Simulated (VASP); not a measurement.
# Sb (P6/mmm) in VASP: notebook, part 2 of 2

VASP 6.6.1.

## (4) Relaxation of shape and atoms at fixed volume, PBE

This run uses another cell than the first one, of 20.41 Å³/atom, 1.400 times its volume.

INCAR reads:

```
PREC = Accurate ; ENCUT = 600
EDIFF = 1E-6 ; ISMEAR = -1
SIGMA = 0.05 ; LREAL = False
LASPH = True ; NELM = 80
ALGO = Normal ; ISIF = 4
LWAVE = False ; LCHARG = False
GGA = PE ; IBRION = 2
NSW = 50 ; EDIFFG = -0.005
```

KPOINTS reads:

```
Automatic mesh
0
Gamma
  13 13 12
```

POSCAR reads:

```
Sb
1.0
    2.9151183637      0.0000000000      0.0000000000
   -1.4575591818      2.5245665580      0.0000000000
    0.0000000000      0.0000000000      2.7734607781
Sb
1
Direct
    0.0000000000      0.0000000000      0.0000000000
```

Potentials or basis: VASP PAW PBE potentials, release 64 (Sb).

Launch:

```sh
cat potpaw_PBE.64/Sb/POTCAR > POTCAR
mpirun -np 1 vasp_std > vasp.out
```

OUTCAR:

```text
PREC = Accurate
   ENCUT = 600
   EDIFF = 1E-6
   ISMEAR = -1
   LREAL = False
   LASPH = True
   NELM = 80
   ISIF = 4
   GGA = PE
   IBRION = 2
   NSW = 50
   EDIFFG = -0.005

 ion  position               nearest neighbor table
   1  0.000  0.000  0.000-

  LATTYP: Found a hexagonal cell.
 ALAT       =     2.9151183637
 C/A-ratio  =     0.9514058889

  Lattice vectors:

 A1 = (   2.9151183637,   0.0000000000,   0.0000000000)
 A2 = (  -1.4575591818,   2.5245665580,   0.0000000000)
 A3 = (   0.0000000000,   0.0000000000,   2.7734607781)

Analysis of symmetry for initial positions (statically):
=====================================================================
 Subroutine PRICEL returns:
 Original cell was already a primitive cell.

 Routine SETGRP: Setting up the symmetry group for a
 hexagonal supercell.

 Subroutine GETGRP returns: Found 24 space group operations
 (whereof 24 operations were pure point group operations)
 out of a pool of 24 trial point group operations.

The static configuration has the point symmetry D_6h.

Analysis of symmetry for dynamics (positions and initial velocities):
=====================================================================
 Subroutine PRICEL returns:
 Original cell was already a primitive cell.

 Routine SETGRP: Setting up the symmetry group for a
 hexagonal supercell.

 Subroutine GETGRP returns: Found 24 space group operations
 (whereof 24 operations were pure point group operations)
 out of a pool of 24 trial point group operations.

The dynamic configuration has the point symmetry D_6h.

 Subroutine INISYM returns: Found 24 space group operations
 (whereof 24 operations are pure point group operations),
 and found     1 'primitive' translations

[... 114 lines left out ...]
  Fermi-wavevector in a.u.,A,eV,Ry     =   1.024338  1.935718 14.276154  1.049268
  Thomas-Fermi vector in A             =   2.158119
   LORBIT       =      0    0 simple, 1 ext, 2 COOP (PROOUT), +10 PAW based schemes
   GGA     = PE    functional components
   LHFCALC =     F    Hartree Fock is set to
   AEXX    =    0.0000 exact exchange contribution
   IVDW    =     0    specifies the selected vdW correction
   LEPSILON=     F    determine dielectric tensor
   LRPA    =     F    only Hartree local field effects (RPA)
 conjugate gradient relaxation of ions
 non-spin polarized calculation
  energy-cutoff  :      600.00
  volume of cell :       20.41
 maximum number of plane-waves:       696
 NGX is ok and might be reduce to    24
   NGX = 11   NGY = 11   NGZ = 11

--------------------------------------- Ionic step        1  -------------------------------------------

 number of electron       4.9999999 magnetization

 Free energy of the ion-electron system (eV)
  ---------------------------------------------------
  ext. energy  EPLUGINS =         0.00000000
  ---------------------------------------------------
  free energy    TOTEN  =        -3.10266960 eV

  energy without entropy =       -3.09927752  energy(sigma->0) =       -3.10097356

------------------------ aborting loop because EDIFF is reached ----------------------------------------

  FORCE on cell =-STRESS in cart. coord.  units (eV):
  Direction    XX          YY          ZZ          XY          YZ          ZX
  --------------------------------------------------------------------------------------
  -------------------------------------------------------------------------------------
  Total        5.7917347      5.7917347      5.8181799      0.0000000     -0.0000000      0.0000000
  in kB      454.6259260    454.6259260    456.7017549      0.0000000     -0.0000000      0.0000000
  external PRESSURE =     455.3178690 kB  Pullay stress =       0.0000000 kB
[... 57 lines left out ...]
--------------------------------------- Ionic step        3  -------------------------------------------

 number of electron       4.9999999 magnetization

 Free energy of the ion-electron system (eV)
  ---------------------------------------------------
  ext. energy  EPLUGINS =         0.00000000
  ---------------------------------------------------
  free energy    TOTEN  =        -3.10267403 eV

  energy without entropy =       -3.09932297  energy(sigma->0) =       -3.10099850

 E-fermi :  12.7795     XC(G=0): -11.4079

 val. band max:       12.7170967839   @ k =   0.3077   0.0769   0.2500
 cond. band min:      12.8245912992   @ k =   0.3846   0.2308   0.3333
 fundamental gap:      0.1074945153
 Fermi energy:        12.7794645615

 k-point     1 :       0.0000    0.0000    0.0000
  band No.  band energies     occupation
      1      -3.0137      2.00000
      2      16.6009      0.00000
      3      19.4300      0.00000
      4      19.4300      0.00000
      5      20.1495      0.00000
      6      23.0074      0.00000
[... 199 lines left out ...]
 k-point    24 :       0.1538    0.0000    0.0833
  band No.  band energies     occupation
      1      -2.2848      2.00000
      2      14.9631      0.00000
      3      15.7832      0.00000
      4      17.8890      0.00000
      5      20.7590      0.00000
      6      22.7722      0.00000

 [... further k-points ...]
[... 5 lines left out ...]
  --------------------------------------------------------------------------------------
  -------------------------------------------------------------------------------------
  Total        5.8003799      5.8003799      5.8010680      0.0000000      0.0000000      0.0000000
  in kB      455.3045300    455.3045300    455.3585487      0.0000000      0.0000000      0.0000000
  external PRESSURE =     455.3225363 kB  Pullay stress =       0.0000000 kB
[... 16 lines left out ...]
  FREE ENERGIE OF THE ION-ELECTRON SYSTEM (eV)
  ---------------------------------------------------
  free  energy   TOTEN  =        -3.1026740332 eV

  energy  without entropy=       -3.0993229716  energy(sigma->0) =       -3.10099850

 reached required accuracy - stopping structural energy minimisation
```

OSZICAR:

```text
N       E                     dE             d eps       ncg     rms          rms(c)
DAV:   1     0.125288784360E+02    0.12529E+02   -0.19420E+03  1782   0.645E+02
DAV:   2    -0.287677280799E+01   -0.15406E+02   -0.14517E+02  2538   0.878E+01
DAV:   3    -0.311606689757E+01   -0.23929E+00   -0.23628E+00  2190   0.118E+01
[... 14 lines left out ...]
       N       E                     dE             d eps       ncg     rms          rms(c)
DAV:   1    -0.310267918990E+01   -0.16970E-04   -0.36863E-04  2052   0.126E-01    0.112E-02
DAV:   2    -0.310267599530E+01    0.31946E-05   -0.14921E-05  1890   0.357E-02    0.563E-03
DAV:   3    -0.310267400849E+01    0.19868E-05   -0.57689E-06  1968   0.155E-02    0.617E-04
DAV:   4    -0.310267403322E+01   -0.24734E-07   -0.28169E-07   942   0.518E-03
   3 F= -.31026740E+01 E0= -.31009985E+01  d E =-.442999E-05
```

Run time: 10 s. Hardware: 1 thread of Intel Xeon 6975P-C (Granite Rapids), shared host; peak memory 0.15 GiB.

Results:

| Property | Result |
| --- | --- |
| Free energy | -3.1027 eV |
| Energy gained by relaxing | 0.0 meV/atom |
| Ionic steps | 3 |
| Pressure after relaxing | 45.5 GPa |

Final structure:
```yaml
crystal:
  lattice:
    - [2.91466, 0.00000, 0.00000]
    - [-1.45733, 2.52417, 0.00000]
    - [0.00000, 0.00000, 2.77433]
  atoms:
    - { symbol: Sb, position: [0.00000, 0.00000, 0.00000] }
```

Caveat: spin-orbit coupling is left out, which moves the levels of the heavy elements.

## (5) Relaxation of shape and atoms at fixed volume, PBE

This run uses another cell than the first one, of 23.33 Å³/atom, 1.600 times its volume.

INCAR reads:

```
SYSTEM = Sb
  PREC = Accurate
  ENCUT = 600
  EDIFF = 1E-6
  ISMEAR = -1
  SIGMA = 0.05
  LREAL = .False.
  LASPH = .True.
  NELM = 100
  ALGO = Normal
  ISIF = 4
  LWAVE = .False.
  LCHARG = .False.
  GGA = PE
  IBRION = 2
  NSW = 50
  EDIFFG = -0.005
```

KPOINTS reads:

```
Automatic mesh
0
Gamma
  13 13 12
  0 0 0
```

POSCAR reads:

```
Sb
1.0
    3.0478026496      0.0000000000      0.0000000000
   -1.5239013248      2.6394745203      0.0000000000
    0.0000000000      0.0000000000      2.8996973891
Sb
1
Direct
    0.0000000000      0.0000000000      0.0000000000
```

Launch:

```sh
cat potpaw_PBE.64/Sb/POTCAR > POTCAR
mpirun -np 1 vasp_std > vasp.out
```

Run time: 10 s. Hardware: 1 thread of Intel Xeon 6975P-C (Granite Rapids), shared host; peak memory 0.15 GiB.

It converged, with:

```
Free energy               : -3.6855 eV
Energy gained by relaxing : 0.1 meV/atom
Ionic steps               : 3
Pressure after relaxing   : 21.1 GPa
```

The path:
```tsv
step	energy change (eV)	largest force (eV/Å)	pressure (GPa)	volume (Å³)
1	0.0000	0.0000	21.11	23.33
2	-0.0001	0.0000	21.08	23.33
3	-0.0001	0.0000	21.08	23.33
```

Final structure:
```cif
data_structure
_symmetry_space_group_name_H-M 'P 1'
_symmetry_Int_Tables_number 1
_cell_length_a 3.0512
_cell_length_b 3.0512
_cell_length_c 2.8933
_cell_angle_alpha 90.000
_cell_angle_beta 90.000
_cell_angle_gamma 120.000
_cell_volume 23.33
loop_
_atom_site_label
_atom_site_type_symbol
_atom_site_fract_x
_atom_site_fract_y
_atom_site_fract_z
_atom_site_occupancy
Sb1 Sb 0.00000 0.00000 0.00000 1
```

Levels at points of the mesh, in eV from the Fermi level:
| k point | band 1 | band 2 | band 3 | band 4 | band 5 | band 6 |
| --- | --- | --- | --- | --- | --- | --- |
| (0.00, 0.00, 0.00) | -14.35 | 3.65 | 5.76 | 5.76 | 7.20 | 10.46 |
| (0.00, 0.00, 0.50) | -11.10 | -7.29 | 8.75 | 8.75 | 12.18 | 12.72 |

Caveat: spin-orbit coupling is left out, which moves the levels of the heavy elements.

## (6) Relaxation of shape and atoms at fixed volume, PBE

This run uses another cell than the first one, of 26.24 Å³/atom, 1.800 times its volume.

INCAR reads:

```
SYSTEM = Sb
PREC = Accurate ; ENCUT = 600
EDIFF = 1E-7 ; ISMEAR = -1
SIGMA = 0.05 ; LREAL = .FALSE.
LASPH = .TRUE. ; NELM = 80
ALGO = Normal ; ISIF = 4
LWAVE = .FALSE. ; LCHARG = .FALSE.
GGA = PE ; IBRION = 2
NSW = 50 ; EDIFFG = -0.005
```

KPOINTS reads:

```
Automatic mesh
0
G
  13 13 12
  0 0 0
```

POSCAR reads:

```
Sb
1.0
    3.1698424937      0.0000000000      0.0000000000
   -1.5849212468      2.7451641255      0.0000000000
    0.0000000000      0.0000000000      3.0158068154
Sb
1
Direct
    0.0000000000      0.0000000000      0.0000000000
```

Potentials or basis: VASP PAW PBE potentials, release 64 (Sb).

Launch:

```sh
cat potpaw_PBE.64/Sb/POTCAR > POTCAR
mpirun -np 1 vasp_std > vasp.out
```

Run time: 14 s. Hardware: 1 thread of Intel Xeon 6975P-C (Granite Rapids), shared host; peak memory 0.16 GiB.

The run converged. Its results:

| Quantity | Value |
| --- | --- |
| Free energy | -3.9344 eV |
| Energy gained by relaxing | 0.0 meV/atom |
| Ionic steps | 2 |
| Pressure after relaxing | 7.6 GPa |

Final structure:
```yaml
crystal:
  lattice:
    - [3.16833, 0.00000, 0.00000]
    - [-1.58417, 2.74386, 0.00000]
    - [0.00000, 0.00000, 3.01868]
  atoms:
    - { symbol: Sb, position: [0.00000, 0.00000, 0.00000] }
```

Levels at points of the mesh, in eV from the Fermi level:
| k point | band 1 | band 2 | band 3 | band 4 | band 5 | band 6 |
| --- | --- | --- | --- | --- | --- | --- |
| (0.00, 0.00, 0.00) | -13.29 | 3.25 | 5.10 | 5.10 | 6.92 | 10.28 |
| (0.00, 0.00, 0.50) | -10.58 | -6.37 | 7.46 | 7.46 | 11.84 | 12.29 |

Caveat: spin-orbit coupling is left out, which moves the levels of the heavy elements.

## (7) Summary

```csv
cell,gap on the mesh (eV),pressure (GPa)
"relaxed from a = 2.606, b = 2.606, c = 2.479 Å, angles 90.0, 90.0, 120.0°, 1 atom",none,193.3
"relaxed from a = 2.769, b = 2.769, c = 2.635 Å, angles 90.0, 90.0, 120.0°, 1 atom",none,93.7
"relaxed from a = 2.915, b = 2.915, c = 2.773 Å, angles 90.0, 90.0, 120.0°, 1 atom",none,45.5
"relaxed from a = 3.048, b = 3.048, c = 2.900 Å, angles 90.0, 90.0, 120.0°, 1 atom",none,21.1
"relaxed from a = 3.170, b = 3.170, c = 3.016 Å, angles 90.0, 90.0, 120.0°, 1 atom",none,7.6
```

Alike in all rows: task relaxation of shape and atoms at fixed volume; level PBE; potentials or basis VASP PAW PBE potentials, release 64 (Sb); no spin polarisation; k mesh 13 × 13 × 12; cutoff (eV) 600; smearing fermi-dirac 0.05 eV.

Caveats: spin-orbit coupling is left out, which moves the levels of the heavy elements.

Absolute energies hang on the potentials; compare differences alone.
